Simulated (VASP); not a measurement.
# Ta16F (a cell with a defect) in VASP: single point with PBE

Aim: the single point of Ta16F (a cell with a defect) with PBE.

All numbers are computed with VASP 6.6.1; they aren't measurements. Logs are shortened: lines on timing, memory, paths and dates and some standing lists are left out, and cuts for length are marked.

## Step 1: The cell of the first run

The cell holds a defect, 17 atoms: a = 6.641 Å, b = 6.641 Å, c = 6.641 Å, α = 90.00°, β = 90.00°, γ = 90.00°.

## Step 2: Single point, PBE

Input file INCAR:

```
SYSTEM = Ta16F
  PREC = Accurate
  ENCUT = 520
  EDIFF = 1E-6
  ISMEAR = 1
  SIGMA = 0.1
  LREAL = Auto
  LASPH = .True.
  NELM = 80
  ALGO = Normal
  ISIF = 2
  LWAVE = .False.
  LCHARG = .False.
  GGA = PE
  NBANDS = 106
```

Input file KPOINTS:

```
regular mesh
0
Gamma
  3 3 3
  0 0 0
```

Input file POSCAR:

```
Ta16F
1.0
    6.6414755500      0.0000000000      0.0000000000
    0.0000000000      6.6414755500      0.0000000000
    0.0000000000      0.0000000000      6.6414755500
Ta F
16 1
Direct
    0.0066007142     -0.0067551330     -0.0002089343
    0.2500596929      0.2497736395      0.2517913507
    0.0090000140     -0.0090963424      0.4998236390
    0.2501080142      0.2497922074      0.7478720887
    0.0066431580      0.5063200692     -0.0001899299
    0.2500978333      0.7497686697      0.2535561849
    0.0090562428      0.5087400881      0.4998300688
    0.2500814601      0.7497909733      0.7461025898
    0.4936198112     -0.0067177897     -0.0001458483
    0.7502301247      0.2498216500      0.1994966363
    0.4912392782     -0.0090705233      0.4998335762
    0.7501073974      0.2498747680      0.8001806513
    0.4935823377      0.5062756247     -0.0001268629
    0.7501452925      0.7497745779      0.2518197933
    0.4911959409      0.5086802267      0.4998381863
    0.7500791474      0.7497449053      0.7478491467
    0.7495326435      0.2492445253      0.4998394353
```

Potentials or basis: VASP PAW PBE potentials, release 64 (Ta_pv, F).

Started as:

```bash
$ cat potpaw_PBE.64/Ta_pv/POTCAR potpaw_PBE.64/F/POTCAR > POTCAR
$ mpirun -np 1 vasp_std > vasp.out
```

OUTCAR:

```text
SYSTEM = Ta16F
   PREC = Accurate
   ENCUT = 520
   EDIFF = 1E-6
   ISMEAR = 1
   LREAL = Auto
   LASPH = .True.
   NELM = 80
   ISIF = 2
   GGA = PE

 ion  position               nearest neighbor table
   1  0.007  0.993  1.000-  10 2.75  12 2.75   8 2.84   6 2.84  14 2.88  16 2.88   4 2.88   2 2.88
                             5 3.23   9 3.23   3 3.32   3 3.32   9 3.41   5 3.41
   2  0.250  0.250  0.252-   3 2.87   7 2.87  11 2.87  15 2.87  13 2.88   5 2.88   9 2.88   1 2.88
                             4 3.29   6 3.32   6 3.32  10 3.34  10 3.34   4 3.35
   3  0.009  0.991  0.500-  17 2.43   8 2.79   6 2.79   2 2.87  14 2.87   4 2.87  16 2.87  10 3.14
                            12 3.15   7 3.20  11 3.20   1 3.32   1 3.32  11 3.44   7 3.44
   4  0.250  0.250  0.748-  15 2.87  11 2.87   3 2.87   7 2.87   5 2.88  13 2.88   1 2.88   9 2.88
                             2 3.29   8 3.32   8 3.32  12 3.34  12 3.34   2 3.35
   5  0.007  0.506  1.000-  10 2.75  12 2.75   8 2.84   6 2.84   4 2.88   2 2.88  16 2.88  14 2.88
                             1 3.23  13 3.23   7 3.32   7 3.32  13 3.41   1 3.41
   6  0.250  0.750  0.254-   7 2.79  15 2.79   3 2.79  11 2.79   5 2.84  13 2.84   9 2.84   1 2.84
                             8 3.27  14 3.32   2 3.32   2 3.32  14 3.32   8 3.37
   7  0.009  0.509  0.500-  17 2.44   6 2.79   8 2.79  14 2.87  16 2.87   2 2.87   4 2.87  10 3.14
                            12 3.15  15 3.20   3 3.20   5 3.32   5 3.32   3 3.44  15 3.44
   8  0.250  0.750  0.746-   7 2.79   3 2.79  15 2.79  11 2.79   5 2.84   1 2.84   9 2.84  13 2.84
                             6 3.27  16 3.32   4 3.32   4 3.32  16 3.32   6 3.37
   9  0.494  0.993  1.000-  12 2.75  10 2.75   6 2.84   8 2.84   2 2.88  14 2.88  16 2.88   4 2.88
                            13 3.23   1 3.23  11 3.32  11 3.32   1 3.41  13 3.41
  10  0.750  0.250  0.199-  17 1.99  12 2.65   5 2.75   1 2.75  13 2.75   9 2.75   3 3.14   7 3.14
                            11 3.15  15 3.15   2 3.34  14 3.34  14 3.34   2 3.34
  11  0.491  0.991  0.500-  17 2.43   8 2.79   6 2.79   4 2.87  16 2.87   2 2.87  14 2.87  12 3.15
                            10 3.15   3 3.20  15 3.20   9 3.32   9 3.32  15 3.44   3 3.44
  12  0.750  0.250  0.800-  17 1.99  10 2.65  13 2.75   5 2.75   1 2.75   9 2.75  15 3.14  11 3.15
                             7 3.15   3 3.15  16 3.34   4 3.34   4 3.34  16 3.34
  13  0.494  0.506  1.000-  12 2.75  10 2.75   6 2.84   8 2.84   2 2.88   4 2.88  16 2.88  14 2.88
                             5 3.23   9 3.23  15 3.32  15 3.32   9 3.41   5 3.41
  14  0.750  0.750  0.252-   7 2.87   3 2.87  15 2.87  11 2.87   1 2.88   5 2.88   9 2.88  13 2.88
                            16 3.29   6 3.32   6 3.32  10 3.34  10 3.34  16 3.35
  15  0.491  0.509  0.500-  17 2.43   6 2.79   8 2.79  16 2.87   4 2.87  14 2.87   2 2.87  12 3.14
                            10 3.15   7 3.20  11 3.20  13 3.32  13 3.32  11 3.44   7 3.44
  16  0.750  0.750  0.748-  15 2.87   7 2.87  11 2.87   3 2.87   5 2.88   1 2.88  13 2.88   9 2.88
                            14 3.29   8 3.32   8 3.32  12 3.34  12 3.34  14 3.35
  17  0.750  0.249  0.500-  12 1.99  10 1.99  11 2.43  15 2.43   3 2.43   7 2.44

  LATTYP: Found a simple cubic cell.
 ALAT       =     6.6414755500

  Lattice vectors:

 A1 = (   6.6414755500,   0.0000000000,   0.0000000000)
 A2 = (   0.0000000000,   6.6414755500,   0.0000000000)
 A3 = (   0.0000000000,   0.0000000000,   6.6414755500)

Analysis of symmetry for initial positions (statically):
=====================================================================
 Subroutine PRICEL returns:
 Original cell was already a primitive cell.

 Routine SETGRP: Setting up the symmetry group for a
 simple cubic supercell.

 Subroutine GETGRP returns: Found  1 space group operations
 (whereof  1 operations were pure point group operations)
 out of a pool of 48 trial point group operations.

The static configuration has the point symmetry C_1 .

Analysis of symmetry for dynamics (positions and initial velocities):
=====================================================================
 Subroutine PRICEL returns:
 Original cell was already a primitive cell.

 Routine SETGRP: Setting up the symmetry group for a
 simple cubic supercell.

 Subroutine GETGRP returns: Found  1 space group operations
 (whereof  1 operations were pure point group operations)
 out of a pool of 48 trial point group operations.

The dynamic configuration has the point symmetry C_1 .

 Subroutine INISYM returns: Found  1 space group operations
 (whereof  1 operations are pure point group operations),
 and found     1 'primitive' translations

----------------------------------------------------------------------------------------

                                     Primitive cell

  volume of cell :     292.9502
[... 67 lines left out ...]
     0.000000000  0.000000000  0.000000000

 Subroutine IBZKPT returns following result:
 ===========================================

 Found     14 irreducible k-points:

 Following reciprocal coordinates:
            Coordinates               Weight
  0.000000  0.000000  0.000000      1.000000
  0.333333  0.000000  0.000000      2.000000
  0.000000  0.333333  0.000000      2.000000
  0.000000  0.000000  0.333333      2.000000
  0.333333  0.333333  0.000000      2.000000
  0.000000  0.333333  0.333333      2.000000
  0.333333  0.000000  0.333333      2.000000
 -0.333333  0.333333  0.000000      2.000000
 -0.333333  0.000000  0.333333      2.000000
  0.000000 -0.333333  0.333333      2.000000
  0.333333  0.333333  0.333333      2.000000
 -0.333333  0.333333  0.333333      2.000000
 -0.333333 -0.333333  0.333333      2.000000
  0.333333 -0.333333  0.333333      2.000000
   k-points           NKPTS =     14   k-points in BZ     NKDIM =     14   number of bands    NBANDS=    106
   number of dos      NEDOS =    301   number of ions     NIONS =     17
   total plane-waves  NPLWV = 125000
   dimension x,y,z NGX =    50 NGY =   50 NGZ =   50
   dimension x,y,z NGXF=   100 NGYF=  100 NGZF=  100
   ions per type =              16   1
   NGX,Y,Z   is equivalent  to a cutoff of  12.52, 12.52, 12.52 a.u.
   NGXF,Y,Z  is equivalent  to a cutoff of  25.03, 25.03, 25.03 a.u.
 SYSTEM =  Ta16F
   PREC   = accura    normal or accurate (medium, high low for compatibility)
   ISTART =      0    job   : 0-new  1-cont  2-samecut
   ICHARG =      2    charge: 1-file 2-atom 10-const
   ISPIN  =      1    spin polarized calculation?
   LNONCOLLINEAR =      F non collinear calculations
   LSORBIT =      F    spin-orbit coupling
   LASPH  =      T    aspherical Exc in radial PAW
   ENCUT  =  520.0 eV  38.22 Ry    6.18 a.u.  12.35 12.35 12.35*2*pi/ulx,y,z
   NELM   =     80;   NELMIN=  2; NELMDL= -5     # of ELM steps
   EDIFF  = 0.1E-05   stopping-criterion for ELM
   LREAL  =      T    real-space projection
   EDIFFG = 0.1E-04   stopping-criterion for IOM
   NSW    =      0    number of steps for IOM
   IBRION =     -1    ionic relax: 0-MD 1-quasi-New 2-CG
   NFREE  =      0    steps in history (QN), initial steepest desc. (CG)
   ISIF   =      2    stress and relaxation
   ISYM   =      2    0-nonsym 1-usesym 2-fastsym
   POTIM  = 0.5000    time-step for ionic-motion
   TEBEG  =    0.0;   TEEND  =   0.0 temperature during run
   PSTRESS=    0.0 pullay stress
   NELECT =     183.0000    total number of electrons
   NUPDOWN=      -1.0000    fix difference up-down
   EMIN   =  10.00;   EMAX   =-10.00  energy-range for DOS
   EFERMI =   0.00;   METHOD = LEGACY
   ISMEAR =     1;   SIGMA  =   0.10  broadening in eV -4-tet -1-fermi 0-gaus
   EFERMI_NEDOS =   21; number of points for ismear=-14 and -15
   IALGO  =     38    algorithm
   IMIX   =      4    mixing-type and parameters
     AMIX     =   0.40;   BMIX     =  1.00
     AMIX_MAG =   1.60;   BMIX_MAG =  1.00
  volume/ion in A,a.u.               =      17.23       116.29
  Fermi-wavevector in a.u.,A,eV,Ry     =   1.399460  2.644597 26.646866  1.958489
  Thomas-Fermi vector in A             =   2.522518
   LORBIT       =      0    0 simple, 1 ext, 2 COOP (PROOUT), +10 PAW based schemes
   GGA     = PE    functional components
   LHFCALC =     F    Hartree Fock is set to
   AEXX    =    0.0000 exact exchange contribution
   IVDW    =     0    specifies the selected vdW correction
   LEPSILON=     F    determine dielectric tensor
   LRPA    =     F    only Hartree local field effects (RPA)
 non-spin polarized calculation
 Methfessel and Paxton  Order N= 1 SIGMA  =   0.10
  energy-cutoff  :      520.00
  volume of cell :      292.95
 maximum number of plane-waves:      7893
 NGX is ok and might be reduce to    50
   NGX = 25   NGY = 25   NGZ = 25

 number of electron     182.9999953 magnetization

 Free energy of the ion-electron system (eV)
  ---------------------------------------------------
  ext. energy  EPLUGINS =         0.00000000
  ---------------------------------------------------
  free energy    TOTEN  =      -191.63277868 eV

  energy without entropy =     -191.64543793  energy(sigma->0) =     -191.63699843

 E-fermi :   5.6766     XC(G=0): -12.6340

 val. band max:        5.6540728466   @ k =   0.3333   0.3333   0.0000
 cond. band min:       5.6977040355   @ k =   0.0000   0.3333   0.3333
 fundamental gap:      0.0436311889
 Fermi energy:         5.6766115504

 k-point     1 :       0.0000    0.0000    0.0000
  band No.  band energies     occupation
      1     -29.3955      2.00000
      2     -28.7262      2.00000
      3     -28.7262      2.00000
      4     -28.6167      2.00000
      5     -28.6167      2.00000
      6     -28.6165      2.00000
[... 1473 lines left out ...]
    102       8.2950      0.00000
    103       8.3163      0.00000
 [bands above 103 left out]

------------------------ aborting loop because EDIFF is reached ----------------------------------------

  FORCE on cell =-STRESS in cart. coord.  units (eV):
  Direction    XX          YY          ZZ          XY          YZ          ZX
  --------------------------------------------------------------------------------------
  -------------------------------------------------------------------------------------
  Total        9.8235194      9.8201963     25.9715153      0.0014716     -0.0006166     -0.0030425
  in kB       53.7259317     53.7077571    142.0411359      0.0080486     -0.0033723     -0.0166399
  external PRESSURE =      83.1582749 kB  Pullay stress =       0.0000000 kB

 VOLUME and BASIS-vectors are now :
 -----------------------------------------------------------------------------
  energy-cutoff  :      520.00
  volume of cell :      292.95
      direct lattice vectors                 reciprocal lattice vectors
     6.641475550  0.000000000  0.000000000     0.150568950  0.000000000  0.000000000
     0.000000000  6.641475550  0.000000000     0.000000000  0.150568950  0.000000000
     0.000000000  0.000000000  6.641475550     0.000000000  0.000000000  0.150568950

 POSITION                                       TOTAL-FORCE (eV/Angst)
 -----------------------------------------------------------------------------------
      0.04384      6.59661      6.64009        -0.010144      0.011584      0.001422
      1.66077      1.65887      1.67227         0.000577      0.000897     -0.008929
      0.05977      6.58106      3.31957        -0.013223      0.012164      0.001145
      1.66109      1.65899      4.96697        -0.001783      0.000236      0.007834
      0.04412      3.36271      6.64021        -0.010511     -0.009670      0.000881
      1.66102      4.97957      1.68399         0.000063      0.000703      0.002030
[... 9 lines left out ...]
      4.98163      4.97941      4.96682         0.001249      0.000806      0.009213
      4.97800      1.65535      3.31967         0.001501      0.000285     -0.001007
 -----------------------------------------------------------------------------------
    total drift:                                0.000287      0.001062      0.000138

  FREE ENERGIE OF THE ION-ELECTRON SYSTEM (eV)
  ---------------------------------------------------
  free  energy   TOTEN  =      -191.6327786815 eV

  energy  without entropy=     -191.6454379304  energy(sigma->0) =     -191.63699843
```

Wall time 17 min (1 thread of Intel Xeon Platinum 8488C (Sapphire Rapids), shared host); peak memory 0.52 GiB.

Results:

```
Free energy   : -191.6328 eV
Pressure      : 8.3 GPa
Largest force : 0.053 eV/Å
```

Forces in eV/Å, atoms in the order of the input:
```
Ta  -0.010  0.012  0.001
Ta   0.001  0.001 -0.009
Ta  -0.013  0.012  0.001
Ta  -0.002  0.000  0.008
Ta  -0.011 -0.010  0.001
Ta   0.000  0.001  0.002
Ta  -0.014 -0.015  0.000
Ta   0.002 -0.002 -0.002
Ta   0.010  0.011  0.000
Ta  -0.001  0.001 -0.051
Ta   0.013  0.013  0.000
Ta   0.003 -0.001  0.053
Ta   0.009 -0.009  0.000
Ta  -0.002 -0.001 -0.010
Ta   0.014 -0.013 -0.001
Ta   0.001  0.001  0.009
F    0.002  0.000 -0.001
```

Caveat: spin-orbit coupling is left out, which moves the levels of the heavy elements; an odd number of electrons without spin polarisation forces a metal; a magnetic or distorted state may lie lower.
